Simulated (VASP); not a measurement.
# InPd (Fm-3m) in VASP: further runs

InPd is run at these levels: r2SCAN; tasks: single point, relaxation of cell and atoms.

Program: VASP 6.6.1. These are calculated values, not measurements. Logs are shortened: lines on timing, memory, paths and dates and some standing lists are left out, and cuts for length are marked.

## 1. The cell of the first run

The structure is cubic, space group Fm-3m (No. 225). Conventional cell: a = 5.285 Å, b = 5.285 Å, c = 5.285 Å, α = 90.00°, β = 90.00°, γ = 90.00°. In (site symmetry m-3m) has 6 Pd at 2.64 Å within 3.5 Å. Pd (site symmetry m-3m) has 6 In at 2.64 Å within 3.5 Å.

## 2. Single point, r2SCAN

POSCAR

```
InPd
1.0
    0.0000000000      2.6425966997      2.6425966997
    2.6425966997      0.0000000000      2.6425966997
    2.6425966997      2.6425966997      0.0000000000
In Pd
1 1
Direct
    0.0000000000      0.0000000000      0.0000000000
    0.5000000000      0.5000000000      0.5000000000
```

INCAR.step1

```
  PREC = Accurate
  ENCUT = 520
  ISMEAR = -1
  SIGMA = 0.05
  LREAL = F
  LASPH = T
  NELM = 80
  NBANDS = 18
  GGA = PE
  ALGO = Normal
  EDIFF = 1E-4
  LWAVE = T
  LCHARG = F
```

INCAR.step2

```
  PREC = Accurate
  ENCUT = 520
  EDIFF = 1E-6
  ISMEAR = -1
  SIGMA = 0.05
  LREAL = F
  LASPH = T
  NELM = 80
  ALGO = Normal
  ISIF = 2
  LWAVE = F
  LCHARG = F
  METAGGA = R2SCAN
  LMIXTAU = T
  NBANDS = 18
  ISTART = 1
```

KPOINTS

```
Automatic mesh
0
Gamma
  8 8 8
```

Potentials or basis: VASP PAW PBE potentials, release 64 (In_d, Pd).

Started as:

```bash
$ cat potpaw_PBE.64/In_d/POTCAR potpaw_PBE.64/Pd/POTCAR > POTCAR
$ cp INCAR.step1 INCAR
$ mpirun -np 1 vasp_std > vasp.out
$ cp INCAR.step2 INCAR
$ mpirun -np 1 vasp_std > vasp.out
```

OUTCAR:

```text
PREC = Accurate
   ENCUT = 520
   EDIFF = 1E-6
   ISMEAR = -1
   LREAL = F
   LASPH = T
   NELM = 80
   ISIF = 2
   METAGGA = R2SCAN
   ISTART = 1

 ion  position               nearest neighbor table
   1  0.000  0.000  0.000-   2 2.64   2 2.64   2 2.64   2 2.64   2 2.64   2 2.64
   2  0.500  0.500  0.500-   1 2.64   1 2.64   1 2.64   1 2.64   1 2.64   1 2.64

  LATTYP: Found a face centered cubic cell.
 ALAT       =     5.2851933994

  Lattice vectors:

 A1 = (   0.0000000000,   2.6425966997,   2.6425966997)
 A2 = (   2.6425966997,   0.0000000000,   2.6425966997)
 A3 = (   2.6425966997,   2.6425966997,   0.0000000000)

Analysis of symmetry for initial positions (statically):
=====================================================================
 Subroutine PRICEL returns:
 Original cell was already a primitive cell.

 Routine SETGRP: Setting up the symmetry group for a
 face centered cubic supercell.

 Subroutine GETGRP returns: Found 48 space group operations
 (whereof 48 operations were pure point group operations)
 out of a pool of 48 trial point group operations.

The static configuration has the point symmetry O_h .

Analysis of symmetry for dynamics (positions and initial velocities):
=====================================================================
 Subroutine PRICEL returns:
 Original cell was already a primitive cell.

 Routine SETGRP: Setting up the symmetry group for a
 face centered cubic supercell.

 Subroutine GETGRP returns: Found 48 space group operations
 (whereof 48 operations were pure point group operations)
 out of a pool of 48 trial point group operations.

The dynamic configuration has the point symmetry O_h .

 Subroutine INISYM returns: Found 48 space group operations
 (whereof 48 operations are pure point group operations),
 and found     1 'primitive' translations

----------------------------------------------------------------------------------------

                                     Primitive cell

  volume of cell :      36.9082

  direct lattice vectors                    reciprocal lattice vectors
     0.000000000  2.642596700  2.642596700    -0.189207835  0.189207835  0.189207835
     2.642596700  0.000000000  2.642596700     0.189207835 -0.189207835  0.189207835
     2.642596700  2.642596700  0.000000000     0.189207835  0.189207835 -0.189207835

  length of vectors
     3.737196093  3.737196093  3.737196093     0.327717583  0.327717583  0.327717583

  position of ions in fractional coordinates (direct lattice)
     0.000000000  0.000000000  0.000000000
     0.500000000  0.500000000  0.500000000

  ion indices of the primitive-cell ions
   primitive index   ion index
                 1           1
                 2           2

----------------------------------------------------------------------------------------

 KPOINTS: Automatic mesh

Automatic generation of k-mesh.
 Grid dimensions read from file:
 generate k-points for:    8    8    8

 Generating k-lattice:

  Cartesian coordinates                     Fractional coordinates (reciprocal lattice)
    -0.023650979  0.023650979  0.023650979     0.125000000  0.000000000  0.000000000
     0.023650979 -0.023650979  0.023650979     0.000000000  0.125000000  0.000000000
     0.023650979  0.023650979 -0.023650979     0.000000000  0.000000000  0.125000000

  Length of vectors
     0.040964698  0.040964698  0.040964698

  Shift w.r.t. Gamma in fractional coordinates (k-lattice)
     0.000000000  0.000000000  0.000000000

 Subroutine IBZKPT returns following result:
 ===========================================

 Found     29 irreducible k-points:

 Following reciprocal coordinates:
            Coordinates               Weight
  0.000000  0.000000  0.000000      1.000000
  0.125000  0.000000  0.000000      8.000000
  0.250000  0.000000  0.000000      8.000000
  0.375000  0.000000  0.000000      8.000000
  0.500000  0.000000  0.000000      4.000000
  0.125000  0.125000  0.000000      6.000000
[... 16 lines left out ...]
  0.500000  0.250000  0.125000     48.000000
 -0.375000  0.250000  0.125000     24.000000
 [... further k-points ...]
   k-points           NKPTS =     29   k-points in BZ     NKDIM =     29   number of bands    NBANDS=     18
   number of dos      NEDOS =    301   number of ions     NIONS =      2
   total plane-waves  NPLWV =  21952
   dimension x,y,z NGX =    28 NGY =   28 NGZ =   28
   dimension x,y,z NGXF=    56 NGYF=   56 NGZF=   56
   ions per type =               1   1
   NGX,Y,Z   is equivalent  to a cutoff of  12.46, 12.46, 12.46 a.u.
   NGXF,Y,Z  is equivalent  to a cutoff of  24.91, 24.91, 24.91 a.u.
 SYSTEM =  unknown system
   PREC   = accura    normal or accurate (medium, high low for compatibility)
   ISTART =      1    job   : 0-new  1-cont  2-samecut
   ICHARG =      0    charge: 1-file 2-atom 10-const
   ISPIN  =      1    spin polarized calculation?
   LNONCOLLINEAR =      F non collinear calculations
[... 91 lines left out ...]
     17      20.7221      0.00000
     18      21.5164      0.00000

 k-point     4 :       0.3750    0.0000    0.0000
  band No.  band energies     occupation
      1      -5.6236      2.00000
      2      -5.6236      2.00000
      3      -5.5393      2.00000
      4      -5.4356      2.00000
      5      -5.4356      2.00000
      6       2.3107      2.00000
[... 10 lines left out ...]
     17      19.3208      0.00000
     18      21.5249      0.00000

 k-point     5 :       0.5000    0.0000    0.0000
  band No.  band energies     occupation
      1      -5.6084      2.00000
      2      -5.6084      2.00000
      3      -5.5341      2.00000
      4      -5.4078      2.00000
      5      -5.4078      2.00000
      6       3.9142      2.00000
[... 10 lines left out ...]
     17      18.3253      0.00000
     18      21.5646      0.00000

 k-point     6 :       0.1250    0.1250    0.0000
  band No.  band energies     occupation
      1      -5.7159      2.00000
      2      -5.6939      2.00000
      3      -5.5866      2.00000
      4      -5.5344      2.00000
      5      -5.5344      2.00000
      6       0.1538      2.00000
[... 10 lines left out ...]
     17      22.9313      0.00000
     18      22.9313      0.00000

 k-point     7 :       0.2500    0.1250    0.0000
  band No.  band energies     occupation
      1      -5.6878      2.00000
      2      -5.6600      2.00000
      3      -5.5854      2.00000
      4      -5.4957      2.00000
      5      -5.4873      2.00000
      6       0.8258      2.00000
[... 10 lines left out ...]
     17      22.6301      0.00000
     18      22.7354      0.00000

 k-point     8 :       0.3750    0.1250    0.0000
  band No.  band energies     occupation
      1      -5.6440      2.00000
      2      -5.6325      2.00000
      3      -5.5558      2.00000
      4      -5.4577      2.00000
      5      -5.4324      2.00000
      6       2.0033      2.00000
[... 10 lines left out ...]
     17      21.7921      0.00000
     18      22.5394      0.00000
[... 229 lines left out ...]
     17      25.5021      0.00000
     18      26.2549      0.00000

 k-point    20 :      -0.3750    0.3750    0.0000
  band No.  band energies     occupation
      1      -5.7109      2.00000
      2      -5.5985      2.00000
      3      -5.5819      2.00000
      4      -5.4089      2.00000
      5      -5.3772      2.00000
      6       3.2134      2.00000
[... 10 lines left out ...]
     17      24.9569      0.00000
     18      25.2127      0.00000

 k-point    21 :       0.5000    0.5000    0.0000
  band No.  band energies     occupation
      1      -5.7476      2.00000
      2      -5.6786      2.00000
      3      -5.6366      2.00000
      4      -5.3513      2.00000
      5      -5.3513      2.00000
      6       2.7598      2.00000
[... 10 lines left out ...]
     17      25.9855      0.00000
     18      27.9535      0.00000

 k-point    22 :       0.3750    0.2500    0.1250
  band No.  band energies     occupation
      1      -5.6760      2.00000
      2      -5.6294      2.00000
      3      -5.5843      2.00000
      4      -5.4562      2.00000
      5      -5.4490      2.00000
      6       1.6315      2.00000
[... 10 lines left out ...]
     17      21.3266      0.00000
     18      24.2489      0.00000

 k-point    23 :       0.5000    0.2500    0.1250
  band No.  band energies     occupation
      1      -5.6664      2.00000
      2      -5.6017      2.00000
      3      -5.5464      2.00000
      4      -5.4447      2.00000
      5      -5.4126      2.00000
      6       2.7828      2.00000
[... 10 lines left out ...]
     17      21.6691      0.00000
     18      24.3413      0.00000

 k-point    24 :      -0.3750    0.2500    0.1250
  band No.  band energies     occupation
      1      -5.6619      2.00000
      2      -5.5926      2.00000
      3      -5.5104      2.00000
      4      -5.4613      2.00000
      5      -5.3937      2.00000
      6       3.5704      2.00000
[... 10 lines left out ...]
     17      23.7474      0.00000
     18      24.5961      0.00000

 [... further k-points ...]

------------------------ aborting loop because EDIFF is reached ----------------------------------------

  FORCE on cell =-STRESS in cart. coord.  units (eV):
  Direction    XX          YY          ZZ          XY          YZ          ZX
  --------------------------------------------------------------------------------------
  -------------------------------------------------------------------------------------
  Total        2.4737698      2.4737698      2.4737698     -0.0000000     -0.0000000     -0.0000000
  in kB      107.3858867    107.3858867    107.3858867     -0.0000000     -0.0000000     -0.0000000
  external PRESSURE =     107.3858867 kB  Pullay stress =       0.0000000 kB

 VOLUME and BASIS-vectors are now :
 -----------------------------------------------------------------------------
  energy-cutoff  :      520.00
  volume of cell :       36.91
      direct lattice vectors                 reciprocal lattice vectors
     0.000000000  2.642596700  2.642596700    -0.189207835  0.189207835  0.189207835
     2.642596700  0.000000000  2.642596700     0.189207835 -0.189207835  0.189207835
     2.642596700  2.642596700  0.000000000     0.189207835  0.189207835 -0.189207835

 POSITION                                       TOTAL-FORCE (eV/Angst)
 -----------------------------------------------------------------------------------
      0.00000      0.00000      0.00000        -0.000000     -0.000000     -0.000000
      2.64260      2.64260      2.64260         0.000000      0.000000      0.000000
 -----------------------------------------------------------------------------------
    total drift:                                0.000000      0.000000      0.000000

  FREE ENERGIE OF THE ION-ELECTRON SYSTEM (eV)
  ---------------------------------------------------
  free  energy   TOTEN  =       -46.0457216282 eV

  energy  without entropy=      -46.0375412278  energy(sigma->0) =      -46.04163143
```

Wall time 2.3 min (1 thread of Intel Xeon 8259CL, shared host); peak memory 0.17 GiB.

What came out:

- Free energy: -46.0457 eV
- Pressure: 10.7 GPa
- Band gap on the k mesh: zero (an odd number of electrons rules out a gap without spin polarisation)

Levels at points of the mesh, in eV from the Fermi level:
| k point | band 9 | band 10 | band 11 | band 12 | band 13 | band 14 |
| --- | --- | --- | --- | --- | --- | --- |
| (0.00, 0.00, 0.00) | -3.58 | -3.16 | -3.16 | 6.03 | 6.03 | 6.03 |
| (0.50, 0.00, 0.00) | -4.47 | -3.13 | -3.13 | -1.77 | 8.22 | 8.31 |
| (0.50, 0.50, 0.00) | -2.92 | -2.87 | -2.87 | 0.06 | 1.37 | 1.37 |

Caveat: the cell stands under pressure; the PAW data sets were made with another functional, which shifts forces and pressure a little; spin-orbit coupling is left out, which moves the levels of the heavy elements.

(Part 1 of 2 ends here.)
